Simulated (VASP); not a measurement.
# Pd (Fm-3m) in VASP: further runs

Aim: see how the results for Pd move with the level of theory and the settings. Levels: PBE, r2SCAN. Tasks: single point, relaxation of cell and atoms.

Everything below comes from runs of VASP 6.6.1. Logs are shortened: lines on timing, memory, paths and dates and some standing lists are left out, and cuts for length are marked.

## Step 1: The cell of the first run

Symmetry: Fm-3m, No. 225, cubic system. Conventional cell: a = 3.939 Å, b = 3.939 Å, c = 3.939 Å, α = 90.00°, β = 90.00°, γ = 90.00°. Within 3.7 Å of Pd (site symmetry m-3m) lie 12 Pd at 2.79 Å.

## Step 2: Single point, PBE

Contents of INCAR:

```
SYSTEM = Pd
  ALGO = Normal
  EDIFF = 1E-6
  ENCUT = 500
  GGA = PE
  GGA_COMPAT = .False.
  ISIF = 2
  ISMEAR = -1
  LASPH = .True.
  LCHARG = .False.
  LREAL = .False.
  LWAVE = .False.
  NBANDS = 11
  NELM = 120
  PREC = Accurate
  SIGMA = 0.01
```

Contents of KPOINTS:

```
k-points
0
Gamma
  9 9 9
  0 0 0
```

Contents of POSCAR:

```
Pd
1.0
    0.0000000000      1.9692932762      1.9692932762
    1.9692932762      0.0000000000      1.9692932762
    1.9692932762      1.9692932762      0.0000000000
Pd
1
Direct
    0.0000000000      0.0000000000      0.0000000000
```

Potentials or basis: VASP PAW PBE potentials, release 64 (Pd).

Command:

```console
> cat potpaw_PBE.64/Pd/POTCAR > POTCAR
> mpirun -np 1 vasp_std > vasp.out
```

OUTCAR:

```text
SYSTEM = Pd
   EDIFF = 1E-6
   ENCUT = 500
   GGA = PE
   ISIF = 2
   ISMEAR = -1
   LASPH = .True.
   LREAL = .False.
   NELM = 120
   PREC = Accurate

 ion  position               nearest neighbor table
   1  0.000  0.000  0.000-

  LATTYP: Found a face centered cubic cell.
 ALAT       =     3.9385865524

  Lattice vectors:

 A1 = (   0.0000000000,   1.9692932762,   1.9692932762)
 A2 = (   1.9692932762,   0.0000000000,   1.9692932762)
 A3 = (   1.9692932762,   1.9692932762,   0.0000000000)

Analysis of symmetry for initial positions (statically):
=====================================================================
 Subroutine PRICEL returns:
 Original cell was already a primitive cell.

 Routine SETGRP: Setting up the symmetry group for a
 face centered cubic supercell.

 Subroutine GETGRP returns: Found 48 space group operations
 (whereof 48 operations were pure point group operations)
 out of a pool of 48 trial point group operations.

The static configuration has the point symmetry O_h .

Analysis of symmetry for dynamics (positions and initial velocities):
=====================================================================
 Subroutine PRICEL returns:
 Original cell was already a primitive cell.

 Routine SETGRP: Setting up the symmetry group for a
 face centered cubic supercell.

 Subroutine GETGRP returns: Found 48 space group operations
 (whereof 48 operations were pure point group operations)
 out of a pool of 48 trial point group operations.

The dynamic configuration has the point symmetry O_h .

 Subroutine INISYM returns: Found 48 space group operations
 (whereof 48 operations are pure point group operations),
 and found     1 'primitive' translations

----------------------------------------------------------------------------------------

                                     Primitive cell

  volume of cell :      15.2743

  direct lattice vectors                    reciprocal lattice vectors
     0.000000000  1.969293276  1.969293276    -0.253898191  0.253898191  0.253898191
     1.969293276  0.000000000  1.969293276     0.253898191 -0.253898191  0.253898191
     1.969293276  1.969293276  0.000000000     0.253898191  0.253898191 -0.253898191

  length of vectors
     2.785001259  2.785001259  2.785001259     0.439764566  0.439764566  0.439764566

  position of ions in fractional coordinates (direct lattice)
     0.000000000  0.000000000  0.000000000

  ion indices of the primitive-cell ions
   primitive index   ion index
                 1           1

----------------------------------------------------------------------------------------

 KPOINTS: k-points

Automatic generation of k-mesh.
 Grid dimensions read from file:
 generate k-points for:    9    9    9

 Generating k-lattice:

  Cartesian coordinates                     Fractional coordinates (reciprocal lattice)
    -0.028210910  0.028210910  0.028210910     0.111111111  0.000000000  0.000000000
     0.028210910 -0.028210910  0.028210910     0.000000000  0.111111111  0.000000000
     0.028210910  0.028210910 -0.028210910     0.000000000  0.000000000  0.111111111

  Length of vectors
     0.048862730  0.048862730  0.048862730

  Shift w.r.t. Gamma in fractional coordinates (k-lattice)
     0.000000000  0.000000000  0.000000000

 Subroutine IBZKPT returns following result:
 ===========================================

 Found     35 irreducible k-points:

 Following reciprocal coordinates:
            Coordinates               Weight
  0.000000  0.000000  0.000000      1.000000
  0.111111  0.000000  0.000000      8.000000
  0.222222  0.000000  0.000000      8.000000
  0.333333  0.000000  0.000000      8.000000
  0.444444  0.000000  0.000000      8.000000
  0.111111  0.111111  0.000000      6.000000
[... 16 lines left out ...]
 -0.333333  0.333333  0.000000     12.000000
  0.444444  0.444444  0.000000      6.000000
 [... further k-points ...]
   k-points           NKPTS =     35   k-points in BZ     NKDIM =     35   number of bands    NBANDS=     11
   number of dos      NEDOS =    301   number of ions     NIONS =      1
   total plane-waves  NPLWV =   8000
   dimension x,y,z NGX =    20 NGY =   20 NGZ =   20
   dimension x,y,z NGXF=    40 NGYF=   40 NGZF=   40
   ions per type =               1
   NGX,Y,Z   is equivalent  to a cutoff of  11.94, 11.94, 11.94 a.u.
   NGXF,Y,Z  is equivalent  to a cutoff of  23.88, 23.88, 23.88 a.u.
 SYSTEM =  Pd
   PREC   = accura    normal or accurate (medium, high low for compatibility)
   ISTART =      0    job   : 0-new  1-cont  2-samecut
   ICHARG =      2    charge: 1-file 2-atom 10-const
   ISPIN  =      1    spin polarized calculation?
   LNONCOLLINEAR =      F non collinear calculations
   LSORBIT =      F    spin-orbit coupling
   LASPH  =      T    aspherical Exc in radial PAW
   ENCUT  =  500.0 eV  36.75 Ry    6.06 a.u.   5.08  5.08  5.08*2*pi/ulx,y,z
   NELM   =    120;   NELMIN=  2; NELMDL= -5     # of ELM steps
   EDIFF  = 0.1E-05   stopping-criterion for ELM
   LREAL  =      F    real-space projection
   EDIFFG = 0.1E-04   stopping-criterion for IOM
   NSW    =      0    number of steps for IOM
   IBRION =     -1    ionic relax: 0-MD 1-quasi-New 2-CG
   NFREE  =      0    steps in history (QN), initial steepest desc. (CG)
   ISIF   =      2    stress and relaxation
   ISYM   =      2    0-nonsym 1-usesym 2-fastsym
   POTIM  = 0.5000    time-step for ionic-motion
   TEBEG  =    0.0;   TEEND  =   0.0 temperature during run
   PSTRESS=    0.0 pullay stress
   NELECT =      10.0000    total number of electrons
   NUPDOWN=      -1.0000    fix difference up-down
   EMIN   =  10.00;   EMAX   =-10.00  energy-range for DOS
   EFERMI =   0.00;   METHOD = LEGACY
   ISMEAR =    -1;   SIGMA  =   0.01  broadening in eV -4-tet -1-fermi 0-gaus
   EFERMI_NEDOS =   21; number of points for ismear=-14 and -15
   IALGO  =     38    algorithm
   IMIX   =      4    mixing-type and parameters
     AMIX     =   0.40;   BMIX     =  1.00
     AMIX_MAG =   1.60;   BMIX_MAG =  1.00
  volume/ion in A,a.u.               =      15.27       103.08
  Fermi-wavevector in a.u.,A,eV,Ry     =   1.421525  2.686292 27.493737  2.020733
  Thomas-Fermi vector in A             =   2.542325
   LORBIT       =      0    0 simple, 1 ext, 2 COOP (PROOUT), +10 PAW based schemes
   GGA     = PE    functional components
   LHFCALC =     F    Hartree Fock is set to
   AEXX    =    0.0000 exact exchange contribution
   IVDW    =     0    specifies the selected vdW correction
   LEPSILON=     F    determine dielectric tensor
   LRPA    =     F    only Hartree local field effects (RPA)
 non-spin polarized calculation
  energy-cutoff  :      500.00
  volume of cell :       15.27
 maximum number of plane-waves:       397
   NGX = 11   NGY = 11   NGZ = 11

 number of electron      10.0000000 magnetization

 number of electron       9.9999994 magnetization

 Free energy of the ion-electron system (eV)
  ---------------------------------------------------
  ext. energy  EPLUGINS =         0.00000000
  ---------------------------------------------------
  free energy    TOTEN  =        -5.22168614 eV

  energy without entropy =       -5.22114585  energy(sigma->0) =       -5.22141600

 E-fermi :   9.1390     XC(G=0): -12.9730

 val. band max:        9.1314872457   @ k =   0.4444   0.1111   0.0000
 cond. band min:       9.1741375496   @ k =  -0.4444   0.3333   0.0000
 fundamental gap:      0.0426503039
 Fermi energy:         9.1389866739

 k-point     1 :       0.0000    0.0000    0.0000
  band No.  band energies     occupation
      1       2.3314      2.00000
      2       6.4926      2.00000
      3       6.4926      2.00000
      4       6.4926      2.00000
      5       8.0136      2.00000
      6       8.0136      2.00000
      7      26.3737      0.00000
      8      30.9553      0.00000
      9      30.9553      0.00000
     10      30.9553      0.00000
     11      35.4529      0.00000

 k-point     2 :       0.1111    0.0000    0.0000
  band No.  band energies     occupation
      1       2.7559      2.00000
      2       6.3617      2.00000
      3       6.6269      2.00000
      4       6.6269      2.00000
      5       7.9593      2.00000
      6       7.9593      2.00000
      7      26.7006      0.00000
      8      28.6714      0.00000
      9      31.4054      0.00000
     10      31.4054      0.00000
     11      36.1766      0.00000

 k-point     3 :       0.2222    0.0000    0.0000
  band No.  band energies     occupation
      1       3.7598      2.00000
      2       6.3291      2.00000
      3       6.7835      2.00000
      4       6.7835      2.00000
      5       8.0562      2.00000
      6       8.0562      2.00000
      7      24.4357      0.00000
      8      27.4805      0.00000
      9      32.3066      0.00000
     10      32.3066      0.00000
     11      34.5859      0.00000

 k-point     4 :       0.3333    0.0000    0.0000
  band No.  band energies     occupation
      1       4.2486      2.00000
      2       6.6437      2.00000
      3       6.6437      2.00000
      4       7.5892      2.00000
      5       8.5834      2.00000
      6       8.5834      2.00000
      7      20.3657      0.00000
      8      26.6231      0.00000
      9      31.5516      0.00000
     10      31.5516      0.00000
     11      35.1749      0.00000

 k-point     5 :       0.4444    0.0000    0.0000
  band No.  band energies     occupation
      1       4.1785      2.00000
      2       6.4774      2.00000
      3       6.4774      2.00000
      4       9.0704      1.99790
      5       9.0704      1.99790
      6       9.7892      0.00000
      7      16.8961      0.00000
      8      25.8356      0.00000
      9      30.1644      0.00000
     10      30.1644      0.00000
     11      35.5400      0.00000
[... 211 lines left out ...]
 k-point    21 :       0.4444    0.3333    0.0000
  band No.  band energies     occupation
      1       4.4924      2.00000
      2       4.7431      2.00000
      3       8.1325      2.00000
      4       8.4903      2.00000
      5       9.2239      0.00041
      6      11.4035      0.00000
      7      21.5769      0.00000
      8      22.6144      0.00000
      9      23.8214      0.00000
     10      29.7592      0.00000
     11      32.1000      0.00000

 k-point    22 :      -0.4444    0.3333    0.0000
  band No.  band energies     occupation
      1       4.6503      2.00000
      2       5.1429      2.00000
      3       7.4662      2.00000
      4       8.2445      2.00000
      5       9.1741      0.05777
      6      14.6086      0.00000
      7      18.0579      0.00000
      8      20.8101      0.00000
      9      24.5243      0.00000
     10      29.3119      0.00000
     11      35.3138      0.00000

 k-point    23 :      -0.3333    0.3333    0.0000
  band No.  band energies     occupation
      1       5.0552      2.00000
      2       5.7633      2.00000
      3       6.6616      2.00000
      4       7.8845      2.00000
      5       8.7100      2.00000
      6      15.0481      0.00000
      7      17.9314      0.00000
      8      19.9305      0.00000
      9      26.5428      0.00000
     10      28.7247      0.00000
     11      35.5854      0.00000

 k-point    24 :       0.4444    0.4444    0.0000
  band No.  band energies     occupation
      1       4.1544      2.00000
      2       4.4069      2.00000
      3       9.0824      1.99305
      4       9.3075      0.00000
      5       9.3075      0.00000
      6      11.8584      0.00000
      7      20.4823      0.00000
      8      22.5138      0.00000
      9      22.5138      0.00000
     10      30.2085      0.00000
     11      30.2552      0.00000

 [... further k-points ...]
[... 5 lines left out ...]
  --------------------------------------------------------------------------------------
  -------------------------------------------------------------------------------------
  Total       -0.0253678     -0.0253678     -0.0253678      0.0000000      0.0000000      0.0000000
  in kB       -2.6609216     -2.6609216     -2.6609216      0.0000000      0.0000000      0.0000000
  external PRESSURE =      -2.6609216 kB  Pullay stress =       0.0000000 kB

 VOLUME and BASIS-vectors are now :
 -----------------------------------------------------------------------------
  energy-cutoff  :      500.00
  volume of cell :       15.27
      direct lattice vectors                 reciprocal lattice vectors
     0.000000000  1.969293276  1.969293276    -0.253898191  0.253898191  0.253898191
     1.969293276  0.000000000  1.969293276     0.253898191 -0.253898191  0.253898191
     1.969293276  1.969293276  0.000000000     0.253898191  0.253898191 -0.253898191

 POSITION                                       TOTAL-FORCE (eV/Angst)
 -----------------------------------------------------------------------------------
      0.00000      0.00000      0.00000         0.000000      0.000000      0.000000
 -----------------------------------------------------------------------------------
    total drift:                               -0.000000     -0.000000     -0.000000

  FREE ENERGIE OF THE ION-ELECTRON SYSTEM (eV)
  ---------------------------------------------------
  free  energy   TOTEN  =        -5.2216861430 eV

  energy  without entropy=       -5.2211458499  energy(sigma->0) =       -5.22141600
```

Run time: 9.3 s. Hardware: 1 thread of AMD EPYC 7R43 (Zen 3), shared host; peak memory 0.08 GiB.

What came out:

| Item | Value |
| --- | --- |
| Free energy | -5.2217 eV |
| Pressure | -0.3 GPa |
| Band gap on the k mesh | zero (band 5 reaches 9.35 eV, above the bottom of band 6 at 7.96 eV) |

## Step 3: Single point, r2SCAN

POSCAR is that of step 2.

Contents of INCAR.step1:

```
SYSTEM = Pd
ALGO = Normal
EDIFF = 1E-5
ENCUT = 550
GGA = PE
GGA_COMPAT = .False.
ISMEAR = -1
LASPH = .True.
LCHARG = .False.
LREAL = .False.
LWAVE = .True.
NBANDS = 11
NELM = 120
PREC = Accurate
SIGMA = 0.01
```

Contents of INCAR.step2:

```
SYSTEM = Pd
ALGO = Normal
EDIFF = 1E-6
ENCUT = 550
GGA_COMPAT = .False.
ISIF = 2
ISMEAR = -1
ISTART = 1
LASPH = .True.
LCHARG = .False.
LMIXTAU = .True.
LREAL = .False.
LWAVE = .False.
METAGGA = R2SCAN
NBANDS = 11
NELM = 120
PREC = Accurate
SIGMA = 0.01
```

Contents of KPOINTS:

```
k-points
0
Gamma
  11 11 11
  0 0 0
```

Potentials or basis: VASP PAW PBE potentials, release 64 (Pd).

Command:

```console
> cat potpaw_PBE.64/Pd/POTCAR > POTCAR
> cp INCAR.step1 INCAR
> mpirun -np 1 vasp_std > vasp.out
> cp INCAR.step2 INCAR
> mpirun -np 1 vasp_std > vasp.out
```

It took 75 s on 1 thread of AMD EPYC 7R43 (Zen 3), shared host; peak memory 0.12 GiB.

It converged, with:

* Free energy: -22.9300 eV
* Pressure: -3.3 GPa
* Band gap on the k mesh: zero (band 5 reaches 9.27 eV, above the bottom of band 6 at 7.77 eV)

Levels at points of the mesh, in eV from the Fermi level:
```tsv
k point	band 3	band 4	band 5	band 6	band 7	band 8
(0.00, 0.00, 0.00)	-2.76	-2.76	-1.24	-1.24	17.98	22.61
```

Caveat: the PAW data sets were made with another functional, which shifts forces and pressure a little.

## Step 4: Relaxation of cell and atoms, PBE

This run uses another cell than the first one, of 14.75 Å³/atom, 0.966 times its volume.

Contents of INCAR:

```
SYSTEM = Pd
ALGO = Normal
EDIFF = 1E-7
EDIFFG = -0.01
ENCUT = 500
GGA = PE
GGA_COMPAT = .False.
IBRION = 2
ISIF = 3
ISMEAR = -1
LASPH = .True.
LCHARG = .False.
LREAL = .False.
LWAVE = .False.
NELM = 120
NELMIN = 4
NSW = 60
PREC = Accurate
SIGMA = 0.01
```

Contents of KPOINTS:

```
k-points
0
Gamma
  9 9 9
  0 0 0
```

Contents of POSCAR:

```
Pd
1.0
    0.0000000000      1.9465000000      1.9465000000
    1.9465000000      0.0000000000      1.9465000000
    1.9465000000      1.9465000000      0.0000000000
Pd
1
Direct
    0.0000000000      0.0000000000      0.0000000000
```

Command:

```console
> cat potpaw_PBE.64/Pd/POTCAR > POTCAR
> mpirun -np 1 vasp_std > vasp.out
```

It took 18 s on 1 thread of AMD EPYC 7R43 (Zen 3), shared host; peak memory 0.09 GiB.

It converged, with:

- Free energy: -5.2216 eV
- Relaxed volume: 15.26 Å³/atom
- Relaxed cell: a = 2.784 Å, b = 2.784 Å, c = 2.784 Å, α = 60.00°, β = 60.00°, γ = 60.00°
- Space group after relaxing (to 0.05 Å): Fm-3m (No. 225)
- Energy gained by relaxing: 9.5 meV/atom
- Ionic steps: 3
- Pressure after relaxing: -0.1 GPa
- Band gap on the k mesh: zero (band 5 reaches 9.37 eV, above the bottom of band 6 at 7.97 eV)

The path:
```csv
step,energy change (eV),largest force (eV/Å),pressure (GPa),volume (Å³)
1,0.0000,0.0000,6.27,14.75
2,0.0089,0.0000,-7.30,16.02
3,-0.0095,0.0000,-0.06,15.26
```

Final structure:
```
Pd
1.0
     0.00000    1.96860    1.96860
     1.96860    0.00000    1.96860
     1.96860    1.96860    0.00000
Pd
1
Direct
  0.00000 0.00000 0.00000
```

Levels at points of the mesh, in eV from the Fermi level:
```csv
k point,band 2,band 3,band 4,band 5,band 6,band 7,band 8,band 9
"(0.00, 0.00, 0.00)",-2.65,-2.65,-2.65,-1.13,-1.13,17.24,21.82,21.82
```

PBE usually gives volumes a little too large and moduli too small. Zero-point motion and thermal expansion aren't in these numbers.

## Step 5: The runs side by side

```csv
task,level,cell,k mesh,cutoff (eV),gap on the mesh (eV),pressure (GPa)
single point,PBE,"a = 2.785 Å, angles 60.0°, 1 atom",9 × 9 × 9,500,none,-0.3
single point,r2SCAN,"a = 2.785 Å, angles 60.0°, 1 atom",11 × 11 × 11,550,none,-3.3
relaxation of cell and atoms,PBE,"relaxed from a = 2.753 Å, angles 60.0°, 1 atom",9 × 9 × 9,500,none,-0.1
```

Alike in all rows: potentials or basis VASP PAW PBE potentials, release 64 (Pd); no spin polarisation; smearing fermi-dirac 0.01 eV.

Caveats: the PAW data sets were made with another functional, which shifts forces and pressure a little (some runs).

Absolute energies hang on the potentials; compare differences alone.
